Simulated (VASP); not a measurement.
Input of a VASP 6.6.1 run:

INCAR

```
SYSTEM = Mg12H
PREC = Accurate
ENCUT = 520
EDIFF = 1E-6
ISMEAR = 0
SIGMA = 0.05
LREAL = .FALSE.
LASPH = .TRUE.
NELM = 80
ALGO = Normal
ISIF = 2
LWAVE = .FALSE.
LCHARG = .FALSE.
GGA = PE
NBANDS = 24
```

File KPOINTS:

```
regular mesh
0
G
  3 2 3
  0 0 0
```

The input POSCAR:

```
Mg12H
1.0
    6.4200000000      0.0000000000      0.0000000000
   -4.8150000000      8.3398250000      0.0000000000
    0.0000000000      0.0000000000      5.2130400000
Mg H
12 1
Direct
   -0.0025703020     -0.0023730714      0.0034141307
    0.1675065840      0.2257705647      0.4926610960
    0.0031129936      0.3354698690     -0.0032501189
    0.1678157786      0.5549988159      0.4993702331
    0.0037787261      0.6691494126     -0.0028177417
    0.1676564365      0.8875506381      0.4969382548
    0.5002565944     -0.0030796809      0.0060396621
    0.6684908533      0.2245963195      0.4943140663
    0.5017017104      0.3379486980      0.0016591087
    0.6660949321      0.5566538866      0.5045288354
    0.4970435303      0.6655662439      0.0011895171
    0.6639654662      0.8865491782      0.5034041557
    0.3306262915      0.1112396243      0.6396987171
```

Potentials or basis: VASP PAW PBE potentials, release 64 (Mg, H).

Command:

```bash
$ cat potpaw_PBE.64/Mg/POTCAR potpaw_PBE.64/H/POTCAR > POTCAR
$ mpirun -np 1 vasp_std > vasp.out
```

Task: Estimate the largest force.

Result: 0.193 eV/Å.

Task: Estimate the band gap on the k mesh.

Result: Zero (an odd number of electrons rules out a gap without spin polarisation).

Stress tensor (GPa, compression positive):
```
-0.02  0.23 -0.04
 0.23 -0.18 -0.06
-0.04 -0.06 -0.64
```

Caveat: the k points lie up to 0.40 Å⁻¹ apart, too coarse for converged energies and pressures of a metal.
